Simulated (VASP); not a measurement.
Crystal: Ag.

```
CELL_PARAMETERS angstrom
2.89000 0.00000 0.00000
-1.44500 2.50281 0.00000
0.00000 0.00000 4.71937
ATOMIC_POSITIONS crystal
Ag 0.33333 0.66667 0.25000
Ag 0.66667 0.33333 0.75000
```

```yaml
Program: VASP 6.6.1
Task: relaxation of cell and atoms
Functional: LDA
Potentials_or_basis: VASP PAW LDA potentials, release 64 (Ag)
Cutoff: 600 eV
k_mesh: 10 × 10 × 5
Occupations: methfessel-paxton, width 0.1 eV
Spin: no spin polarisation
```

At the start: pressure -6.6 GPa; volume 17.07 Å³/atom.

Problem. How do energy, volume and symmetry change on relaxing?

Solution. Over 7 steps the energy falls by 21.4 meV/atom and the volume is 16.09 Å³/atom (-5.7 %); space group P6_3/mmc (No. 194, to 0.05 Å).

The path:
```csv
step,energy change (eV),largest force (eV/Å),pressure (GPa),volume (Å³)
1,0.0000,0.0000,-6.61,34.14
2,-0.0118,0.0000,7.12,30.77
3,-0.0422,0.0000,-0.05,32.23
4,-0.0422,0.0000,0.11,32.20
5,-0.0427,0.0000,0.15,32.19
6,-0.0428,0.0000,0.15,32.18
7,-0.0428,0.0000,0.15,32.18
```

Final structure:
```
Ag
1.0
     2.84408    0.00000    0.00000
    -1.42204    2.46305    0.00000
     0.00000    0.00000    4.59406
Ag
2
Direct
  0.33333 0.66667 0.25000
  0.66667 0.33333 0.75000
```
